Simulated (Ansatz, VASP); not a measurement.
# PtSe2: VASP beside Ansatz

The input INCAR:

```
SYSTEM = PtSe2
ALGO = Normal
EDIFF = 1E-6
ENCUT = 500
GGA = PE
GGA_COMPAT = .FALSE.
ISIF = 2
ISMEAR = 0
IVDW = 12
LASPH = .TRUE.
LCHARG = .FALSE.
LDAU = .TRUE.
LDAUJ = 0 0
LDAUL = 2 -1
LDAUPRINT = 1
LDAUTYPE = 2
LDAUU = 5 0
LMAXMIX = 4
LREAL = .FALSE.
LWAVE = .FALSE.
NBANDS = 18
NELM = 200
PREC = Accurate
SIGMA = 0.15
```

Contents of KPOINTS:

```
k-points
0
G
  12 12 10
  0 0 0
```

Contents of POSCAR:

```
PtSe2
1.0
    3.7240006046      0.0000000000      0.0000000000
   -1.8620003023      3.2250791273      0.0000000000
    0.0000000000      0.0000000000      5.0620000000
Pt Se
1 2
Direct
    0.0000000000      0.0000000000      0.0023990820
    0.3333333333      0.6666666667      0.2470367444
    0.6666666667      0.3333333333      0.7470367444
```

Input for Ansatz:

```yaml
crystal:
  lattice:
    - [3.7240006046, 0.0, 0.0]
    - [-1.8620003023, 3.2250791273, 0.0]
    - [0.0, 0.0, 5.062]
  atoms:
    - { symbol: Pt, position: [0.0, 0.0, 0.002399082] }
    - { symbol: Se, position: [0.3333333333, 0.6666666667, 0.2470367444] }
    - { symbol: Se, position: [0.6666666667, 0.3333333333, 0.7470367444] }
basis:
  ecutwfc: 420
kpoints:
  mp_grid: { grid: [12, 12, 10] }
hamiltonian:
  xc: pbe
  dispersion: d3bj
  hubbard: { sites: [{ species: Pt, l: d, u_eff: 5.0 }], double_counting: fll }
scf:
  occupations: { method: gaussian, width: 0.15 }
output:
  forces: true
  eigenvalues: true
  stress: true
```

Alike in both runs: task single point; functional PBE; dispersion D3(BJ); k mesh 12 × 12 × 10; occupations gaussian, width 0.15 eV; no spin polarisation; Hubbard terms Pt d U = 5.0 eV.

```csv
,VASP,Ansatz
version,VASP 6.6.1,Ansatz 0.2.0
potentials or method,"VASP PAW PBE potentials, release 64 (Pt, Se), cutoff 500 eV","scalar-relativistic, plane waves, PAW"
valence electrons in the cell,22,50
```

```csv
,VASP,Ansatz,Ansatz less VASP
gap on the k mesh at the Fermi level (eV),none,none,-
pressure (GPa),0.2,3.9,+3.68
"traceless stress, the component that is largest in VASP (GPa)",-0.39,-1.81,-1.424
rms of the force components (eV/Å),0.243,0.394,+0.1506
```

The programs project onto different local orbitals, so the same U acts differently, and such runs can settle in different states. Atom by atom the forces differ by 0.177 eV/Å (rms over components). A gap of «none» marks a metal or a gap that the smearing closes. VASP's potentials hold 22 valence electrons a cell and Ansatz's 50, so a difference there can come from the potentials and not from the codes. Ansatz's warnings: filled band counts differ across k points.

Neither program's run includes spin-orbit coupling.
